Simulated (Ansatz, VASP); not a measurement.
**AlNi in VASP and in Ansatz**

```
CELL_PARAMETERS angstrom
2.86000 0.00000 0.00000
0.00000 2.86000 0.00000
0.00000 0.00000 2.86000
ATOMIC_POSITIONS crystal
Ni 0.00000 0.00000 0.00000
Al 0.50000 0.50000 0.50000
```

Alike in both runs: task single point; functional PBEsol; k mesh 6 × 6 × 6; occupations gaussian, width 0.1 eV; no spin polarisation.

|  | VASP | Ansatz |
| --- | --- | --- |
| version | VASP 6.6.1 | Ansatz 0.2.0 |
| potentials or method | VASP PAW PBE potentials, release 64 (Ni, Al), cutoff 600 eV | scalar-relativistic, plane waves, PAW |
| valence electrons in the cell | 13 | 21 |

Ansatz gave:

```
gap on the k mesh at the Fermi level (eV) : none
pressure (GPa)                            : 0.6
```

Task: Estimate VASP's values.

Result: gap on the k mesh at the Fermi level (eV): none; pressure (GPa): 0.8.

VASP's potentials were made for PBE, not for PBEsol, and Ansatz warns of the same on its side. A gap of «none» marks a metal or a gap that the smearing closes. With one functional, cell and mesh, what is left measures potentials, basis and numerics. VASP's potentials hold 13 valence electrons a cell and Ansatz's 21, so a difference there can come from the potentials and not from the codes.

The k mesh is coarse, so the values compare programs but aren't converged.
